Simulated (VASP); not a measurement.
A run of VASP 6.6.1 is set up as follows.

File POSCAR:

```
ZnSe
1.0
    0.0000000000      2.8324246788      2.8324246788
    2.8324246788      0.0000000000      2.8324246788
    2.8324246788      2.8324246788      0.0000000000
Zn Se
1 1
Direct
    0.0000000000      0.0000000000      0.0000000000
    0.2500000000      0.2500000000      0.2500000000
```

File INCAR.step1:

```
ALGO = Normal
EDIFF = 1E-5
ENCUT = 520
GGA = PE
ISIF = 2
ISMEAR = 0
LASPH = T
LCHARG = F
LREAL = F
LWAVE = T
NBANDS = 16
NELM = 80
PREC = Accurate
SIGMA = 0.01
```

File INCAR.step2:

```
AEXX = 0.05
ALGO = Normal
EDIFF = 1E-7
ENCUT = 520
GGA = PE
HFSCREEN = 0.5
ISIF = 2
ISMEAR = 0
ISTART = 1
LASPH = T
LCHARG = F
LHFCALC = T
LREAL = F
LWAVE = F
NBANDS = 16
NELM = 80
PREC = Accurate
PRECFOCK = Normal
SIGMA = 0.01
```

Contents of KPOINTS:

```
k-points
0
Gamma
  4 4 4
```

Potentials or basis: VASP PAW PBE potentials, release 64 (Zn, Se).

Launch:

```console
$ cat potpaw_PBE.64/Zn/POTCAR potpaw_PBE.64/Se/POTCAR > POTCAR
$ cp INCAR.step1 INCAR
$ mpirun -np 1 vasp_std > vasp.out
$ cp INCAR.step2 INCAR
$ mpirun -np 1 vasp_std > vasp.out
```

(1) Estimate the band gap on the k mesh.

(2) Estimate the pressure.

Results:

(1) 1.42 eV.

(2) 2.6 GPa.

Caveat: the k points lie up to 0.48 Å⁻¹ apart; the PAW data sets were made with another functional, which shifts forces and pressure a little.
